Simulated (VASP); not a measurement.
# Zn3O4 (P6/mmm) in VASP: single point with PBE

Aim: the single point of Zn3O4 with PBE.

Program: VASP 6.6.1. These are calculated values, not measurements. Logs are shortened: lines on timing, memory, paths and dates and some standing lists are left out, and cuts for length are marked.

## 1. The cell of the first run

The structure is hexagonal, space group P6/mmm (No. 191). The conventional cell has a = 5.434 Å, b = 5.434 Å, c = 3.223 Å, α = 90.00°, β = 90.00°, γ = 120.00°. Zn (site symmetry mmm) has 8 O at 2.25 to 2.80 Å and 4 Zn at 2.72 Å within 3.0 Å. O (site symmetry 6mm) has 1 O at 1.34 Å within 1.8 Å. Within 3.0 Å of O (site symmetry -6m2) lie 6 Zn at 2.25 Å.

The cell was built from a structure type or drawn by symmetry, and may not be a known phase.

## 2. Single point, PBE

Contents of INCAR:

```
PREC     = Accurate       # precision mode
ENCUT    = 520            # plane-wave cutoff, eV
EDIFF    = 1E-6           # SCF threshold, eV
ISMEAR   = 0              # smearing method
SIGMA    = 0.1            # smearing width, eV
LREAL    = F              # projectors in reciprocal space
LASPH    = T              # aspherical terms in the spheres
NELM     = 100            # most SCF steps
ALGO     = Fast           # electronic algorithm
ISIF     = 2              # what is computed and relaxed
LWAVE    = F              # write WAVECAR
LCHARG   = F              # write CHGCAR
GGA      = PE             # functional
NBANDS   = 39             # bands
```

Contents of KPOINTS:

```
Automatic mesh
0
Gamma
  12 12 12
```

Contents of POSCAR:

```
Zn3O4
1.0
    5.4341990936      0.0000000000      0.0000000000
   -2.7170995468      4.7061544643      0.0000000000
    0.0000000000      0.0000000000      3.2227897439
Zn O
3 4
Direct
    0.0000000000      0.5000000000      0.0000000000
    0.5000000000      0.0000000000      0.0000000000
    0.5000000000      0.5000000000      0.0000000000
    0.0000000000      0.0000000000      0.2084283560
    0.0000000000      0.0000000000      0.7915716440
    0.3333333333      0.6666666667      0.5000000000
    0.6666666667      0.3333333333      0.5000000000
```

Potentials or basis: VASP PAW PBE potentials, release 64 (Zn, O).

Started as:

```sh
cat potpaw_PBE.64/Zn/POTCAR potpaw_PBE.64/O/POTCAR > POTCAR
mpirun -np 1 vasp_std > vasp.out
```

OUTCAR:

```text
PREC = Accurate
   ENCUT = 520
   EDIFF = 1E-6
   ISMEAR = 0
   LREAL = F
   LASPH = T
   NELM = 100
   ISIF = 2
   GGA = PE

 ion  position               nearest neighbor table
   1  0.000  0.500  0.000-   6 2.25   7 2.25   6 2.25   7 2.25   3 2.72   3 2.72   2 2.72   2 2.72

   2  0.500  0.000  0.000-   6 2.25   7 2.25   6 2.25   7 2.25   1 2.72   3 2.72   3 2.72   1 2.72

   3  0.500  0.500  0.000-   6 2.25   7 2.25   6 2.25   7 2.25   1 2.72   1 2.72   2 2.72   2 2.72

   4  0.000  0.000  0.208-   5 1.34   5 1.88
   5  0.000  0.000  0.792-   4 1.34   4 1.88
   6  0.333  0.667  0.500-   1 2.25   1 2.25   2 2.25   2 2.25   3 2.25   3 2.25
   7  0.667  0.333  0.500-   1 2.25   1 2.25   2 2.25   2 2.25   3 2.25   3 2.25

  LATTYP: Found a hexagonal cell.
 ALAT       =     5.4341990936
 C/A-ratio  =     0.5930569875

  Lattice vectors:

 A1 = (   5.4341990936,   0.0000000000,   0.0000000000)
 A2 = (  -2.7170995468,   4.7061544643,   0.0000000000)
 A3 = (   0.0000000000,   0.0000000000,   3.2227897439)

Analysis of symmetry for initial positions (statically):
=====================================================================
 Subroutine PRICEL returns:
 Original cell was already a primitive cell.

 Routine SETGRP: Setting up the symmetry group for a
 hexagonal supercell.

 Subroutine GETGRP returns: Found 24 space group operations
 (whereof 24 operations were pure point group operations)
 out of a pool of 24 trial point group operations.

The static configuration has the point symmetry D_6h.

Analysis of symmetry for dynamics (positions and initial velocities):
=====================================================================
 Subroutine PRICEL returns:
 Original cell was already a primitive cell.

 Routine SETGRP: Setting up the symmetry group for a
 hexagonal supercell.

 Subroutine GETGRP returns: Found 24 space group operations
 (whereof 24 operations were pure point group operations)
 out of a pool of 24 trial point group operations.

The dynamic configuration has the point symmetry D_6h.

 Subroutine INISYM returns: Found 24 space group operations
 (whereof 24 operations are pure point group operations),
 and found     1 'primitive' translations

----------------------------------------------------------------------------------------

                                     Primitive cell

  volume of cell :      82.4202

  direct lattice vectors                    reciprocal lattice vectors
     5.434199094  0.000000000  0.000000000     0.184019758  0.106243857  0.000000000
    -2.717099547  4.706154464  0.000000000     0.000000000  0.212487713  0.000000000
     0.000000000  0.000000000  3.222789744     0.000000000  0.000000000  0.310290177

  length of vectors
     5.434199094  5.434199094  3.222789744     0.212487713  0.212487713  0.310290177

  position of ions in fractional coordinates (direct lattice)
     0.000000000  0.500000000  0.000000000
     0.500000000  0.000000000  0.000000000
     0.500000000  0.500000000  0.000000000
     0.000000000  0.000000000  0.208428356
     0.000000000  0.000000000  0.791571644
     0.333333333  0.666666667  0.500000000
     0.666666667  0.333333333  0.500000000

  ion indices of the primitive-cell ions
   primitive index   ion index
                 1           1
                 2           2
                 3           3
                 4           4
                 5           5
                 6           6
                 7           7

----------------------------------------------------------------------------------------

 KPOINTS: Automatic mesh

Automatic generation of k-mesh.
 Grid dimensions read from file:
 generate k-points for:   12   12   12

 Generating k-lattice:

  Cartesian coordinates                     Fractional coordinates (reciprocal lattice)
     0.015334980  0.008853655  0.000000000     0.083333333  0.000000000  0.000000000
     0.000000000  0.017707309  0.000000000     0.000000000  0.083333333  0.000000000
     0.000000000  0.000000000  0.025857515     0.000000000  0.000000000  0.083333333

  Length of vectors
     0.017707309  0.017707309  0.025857515

  Shift w.r.t. Gamma in fractional coordinates (k-lattice)
     0.000000000  0.000000000  0.000000000

 Subroutine IBZKPT returns following result:
 ===========================================

 Found    133 irreducible k-points:

 Following reciprocal coordinates:
            Coordinates               Weight
  0.000000  0.000000  0.000000      1.000000
  0.083333  0.000000  0.000000      6.000000
  0.166667  0.000000  0.000000      6.000000
  0.250000  0.000000  0.000000      6.000000
  0.333333  0.000000  0.000000      6.000000
  0.416667  0.000000  0.000000      6.000000
[... 16 lines left out ...]
  0.250000  0.000000  0.083333     12.000000
  0.333333  0.000000  0.083333     12.000000
 [... further k-points ...]
   k-points           NKPTS =    133   k-points in BZ     NKDIM =    133   number of bands    NBANDS=     39
   number of dos      NEDOS =    301   number of ions     NIONS =      7
   total plane-waves  NPLWV =  38400
   dimension x,y,z NGX =    40 NGY =   40 NGZ =   24
   dimension x,y,z NGXF=    80 NGYF=   80 NGZF=   48
   ions per type =               3   4
   NGX,Y,Z   is equivalent  to a cutoff of  12.24, 12.24, 12.38 a.u.
   NGXF,Y,Z  is equivalent  to a cutoff of  24.47, 24.47, 24.76 a.u.
 SYSTEM =  unknown system
   PREC   = accura    normal or accurate (medium, high low for compatibility)
   ISTART =      0    job   : 0-new  1-cont  2-samecut
   ICHARG =      2    charge: 1-file 2-atom 10-const
   ISPIN  =      1    spin polarized calculation?
   LNONCOLLINEAR =      F non collinear calculations
   LSORBIT =      F    spin-orbit coupling
   LASPH  =      T    aspherical Exc in radial PAW
   ENCUT  =  520.0 eV  38.22 Ry    6.18 a.u.  10.10 10.10  5.99*2*pi/ulx,y,z
   NELM   =    100;   NELMIN=  2; NELMDL= -5     # of ELM steps
   EDIFF  = 0.1E-05   stopping-criterion for ELM
   LREAL  =      F    real-space projection
   EDIFFG = 0.1E-04   stopping-criterion for IOM
   NSW    =      0    number of steps for IOM
   IBRION =     -1    ionic relax: 0-MD 1-quasi-New 2-CG
   NFREE  =      0    steps in history (QN), initial steepest desc. (CG)
   ISIF   =      2    stress and relaxation
   ISYM   =      2    0-nonsym 1-usesym 2-fastsym
   POTIM  = 0.5000    time-step for ionic-motion
   TEBEG  =    0.0;   TEEND  =   0.0 temperature during run
   PSTRESS=    0.0 pullay stress
   NELECT =      60.0000    total number of electrons
   NUPDOWN=      -1.0000    fix difference up-down
   EMIN   =  10.00;   EMAX   =-10.00  energy-range for DOS
   EFERMI =   0.00;   METHOD = LEGACY
   ISMEAR =     0;   SIGMA  =   0.10  broadening in eV -4-tet -1-fermi 0-gaus
   EFERMI_NEDOS =   21; number of points for ismear=-14 and -15
   IALGO  =     68    algorithm
   IMIX   =      4    mixing-type and parameters
     AMIX     =   0.40;   BMIX     =  1.00
     AMIX_MAG =   1.60;   BMIX_MAG =  1.00
  volume/ion in A,a.u.               =      11.77        79.46
  Fermi-wavevector in a.u.,A,eV,Ry     =   1.472699  2.782998 29.508895  2.168843
  Thomas-Fermi vector in A             =   2.587682
   LORBIT       =      0    0 simple, 1 ext, 2 COOP (PROOUT), +10 PAW based schemes
   GGA     = PE    functional components
   LHFCALC =     F    Hartree Fock is set to
   AEXX    =    0.0000 exact exchange contribution
   IVDW    =     0    specifies the selected vdW correction
   LEPSILON=     F    determine dielectric tensor
   LRPA    =     F    only Hartree local field effects (RPA)
 non-spin polarized calculation
 RMM-DIIS sequential band-by-band and
 Gauss-broadening in eV      SIGMA  =   0.10
  energy-cutoff  :      520.00
  volume of cell :       82.42
 maximum number of plane-waves:      2244
   NGX = 21   NGY = 21   NGZ = 11

 number of electron      60.0000081 magnetization

 Free energy of the ion-electron system (eV)
  ---------------------------------------------------
  ext. energy  EPLUGINS =         0.00000000
  ---------------------------------------------------
  free energy    TOTEN  =       -25.03723343 eV

  energy without entropy =      -25.02326356  energy(sigma->0) =      -25.03024850

 E-fermi :   3.1346     XC(G=0): -11.0024

 val. band max:        3.1243876918   @ k =   0.3333   0.2500   0.4167
 cond. band min:       3.1566788614   @ k =   0.4167   0.0000   0.1667
 fundamental gap:      0.0322911696
 Fermi energy:         3.1345785904

 k-point     1 :       0.0000    0.0000    0.0000
  band No.  band energies     occupation
      1     -21.0740      2.00000
      2     -16.3501      2.00000
      3     -15.7361      2.00000
      4      -9.6901      2.00000
      5      -6.0836      2.00000
      6      -5.4090      2.00000
[... 31 lines left out ...]
     38      13.0963      0.00000
     39      13.7979      0.00000

 k-point     2 :       0.0833    0.0000    0.0000
  band No.  band energies     occupation
      1     -21.0734      2.00000
      2     -16.3421      2.00000
      3     -15.7462      2.00000
      4      -9.6905      2.00000
      5      -6.0852      2.00000
      6      -5.3961      2.00000
[... 31 lines left out ...]
     38      13.0994      0.00000
     39      13.9726      0.00000

 k-point     3 :       0.1667    0.0000    0.0000
  band No.  band energies     occupation
      1     -21.0718      2.00000
      2     -16.3189      2.00000
      3     -15.7755      2.00000
      4      -9.6913      2.00000
      5      -6.0902      2.00000
      6      -5.3578      2.00000
[... 31 lines left out ...]
     38      13.0348      0.00000
     39      13.0992      0.00000

 k-point     4 :       0.2500    0.0000    0.0000
  band No.  band energies     occupation
      1     -21.0696      2.00000
      2     -16.2819      2.00000
      3     -15.8207      2.00000
      4      -9.6923      2.00000
      5      -6.0985      2.00000
      6      -5.2968      2.00000
[... 31 lines left out ...]
     38      12.6137      0.00000
     39      13.1021      0.00000
[... 754 lines left out ...]
     38      12.8391      0.00000
     39      13.0433      0.00000

 k-point    23 :       0.2500    0.0000    0.0833
  band No.  band energies     occupation
      1     -21.0364      2.00000
      2     -16.2533      2.00000
      3     -15.8089      2.00000
      4     -10.1283      2.00000
      5      -5.5585      2.00000
      6      -5.3127      2.00000
[... 31 lines left out ...]
     38      12.2352      0.00000
     39      12.8408      0.00000

 k-point    24 :       0.3333    0.0000    0.0833
  band No.  band energies     occupation
      1     -21.0343      2.00000
      2     -16.2084      2.00000
      3     -15.8616      2.00000
      4     -10.1302      2.00000
      5      -5.5684      2.00000
      6      -5.2677      2.00000
[... 31 lines left out ...]
     38      12.2305      0.00000
     39      12.8380      0.00000

 [... further k-points ...]

------------------------ aborting loop because EDIFF is reached ----------------------------------------

  FORCE on cell =-STRESS in cart. coord.  units (eV):
  Direction    XX          YY          ZZ          XY          YZ          ZX
  --------------------------------------------------------------------------------------
  -------------------------------------------------------------------------------------
  Total        0.1135221      0.1135221      0.6323532     -0.0000000      0.0000000     -0.0000000
  in kB        2.2067704      2.2067704     12.2923975     -0.0000000      0.0000000     -0.0000000
  external PRESSURE =       5.5686461 kB  Pullay stress =       0.0000000 kB

 VOLUME and BASIS-vectors are now :
 -----------------------------------------------------------------------------
  energy-cutoff  :      520.00
  volume of cell :       82.42
      direct lattice vectors                 reciprocal lattice vectors
     5.434199094  0.000000000  0.000000000     0.184019758  0.106243857  0.000000000
    -2.717099547  4.706154464  0.000000000     0.000000000  0.212487713  0.000000000
     0.000000000  0.000000000  3.222789744     0.000000000  0.000000000  0.310290177

 POSITION                                       TOTAL-FORCE (eV/Angst)
 -----------------------------------------------------------------------------------
     -1.35855      2.35308      0.00000         0.000000     -0.000000     -0.000000
      2.71710      0.00000      0.00000         0.000000     -0.000000     -0.000000
      1.35855      2.35308      0.00000         0.000000     -0.000000     -0.000000
      0.00000      0.00000      0.67172         0.000000     -0.000000      0.459614
      0.00000      0.00000      2.55107        -0.000000      0.000000     -0.459614
     -0.00000      3.13744      1.61139         0.000000     -0.000000     -0.000000
      2.71710      1.56872      1.61139         0.000000     -0.000000      0.000000
 -----------------------------------------------------------------------------------
    total drift:                               -0.000000      0.000000     -0.000000

  FREE ENERGIE OF THE ION-ELECTRON SYSTEM (eV)
  ---------------------------------------------------
  free  energy   TOTEN  =       -25.0372334319 eV

  energy  without entropy=      -25.0232635600  energy(sigma->0) =      -25.03024850
```

Wall time 2.5 min (1 thread of Intel Xeon 6975P-C (Granite Rapids), shared host); peak memory 0.42 GiB.

Results:

```yaml
Free_energy: -25.0372 eV
Pressure: 0.6 GPa
Largest_force: 0.460 eV/Å
Band_gap_on_the_k_mesh: zero (bands 30 and 31 overlap by 0.88 eV)
```

Forces on the atoms (eV/Å):
```
Zn   0.000  0.000  0.000
Zn   0.000  0.000  0.000
Zn   0.000  0.000  0.000
O    0.000  0.000  0.460
O    0.000  0.000 -0.460
O    0.000  0.000  0.000
O    0.000  0.000  0.000
```
